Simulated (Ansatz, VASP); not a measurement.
**SiC: VASP beside Ansatz**

The input INCAR:

```
SYSTEM = SiC
ALGO = Normal ; EDIFF = 1E-6
ENCUT = 520 ; GGA = PS
ISIF = 2 ; ISMEAR = 0
LASPH = .TRUE. ; LCHARG = .FALSE.
LREAL = .FALSE. ; LWAVE = .FALSE.
NBANDS = 11 ; NELM = 100
PREC = Accurate ; SIGMA = 0.05
```

The input KPOINTS:

```
k-points
0
G
  12 12 12
  0 0 0
```

The input POSCAR:

```
SiC
1.0
    0.0000000000      2.1681191614      2.1681191614
    2.1681191614      0.0000000000      2.1681191614
    2.0568223778      2.0568223778      0.1112967836
Si C
1 1
Direct
    0.0000000000      0.0000000000      0.0000000000
    0.7500000000      0.7500000000      0.7500000000
```

Input for Ansatz:

```yaml
crystal:
  lattice:
    - [0.0, 2.1681191614, 2.1681191614]
    - [2.1681191614, 0.0, 2.1681191614]
    - [2.0568223778, 2.0568223778, 0.1112967836]
  atoms:
    - { symbol: Si, position: [0.0, 0.0, 0.0] }
    - { symbol: C, position: [0.75, 0.75, 0.75] }
basis:
  ecutwfc: 520.0
kpoints:
  mp_grid: { grid: [12, 12, 12] }
hamiltonian:
  xc: pbesol
  pseudopotentials: { kind: paw, azcp: { folder: soft_1 } }
scf:
  occupations: { method: gaussian, width: 0.05 }
output:
  forces: true
  stress: true
  eigenvalues: true
```

Alike in both runs: task single point; functional PBEsol; k mesh 12 × 12 × 12; occupations gaussian, width 0.05 eV; no spin polarisation.

|  | VASP | Ansatz |
| --- | --- | --- |
| version | VASP 6.6.1 | Ansatz 0.2.0 |
| potentials or method | VASP PAW PBE potentials, release 64 (Si, C), cutoff 520 eV | scalar-relativistic, plane waves, PAW |
| valence electrons in the cell | 8 | 8 |

```csv
,VASP,Ansatz,Ansatz less VASP
gap on the k mesh at the Fermi level (eV),0.73,0.75,+0.019
least direct gap on the mesh (eV),3.89,3.91,+0.021
rms of the force components (eV/Å),1.002,0.996,-0.0062
```

VASP's potentials were made for PBE, not for PBEsol, and Ansatz warns of the same on its side. Atom by atom the forces differ by 0.006 eV/Å (rms over components). With one functional, cell and mesh, what is left measures potentials, basis and numerics.
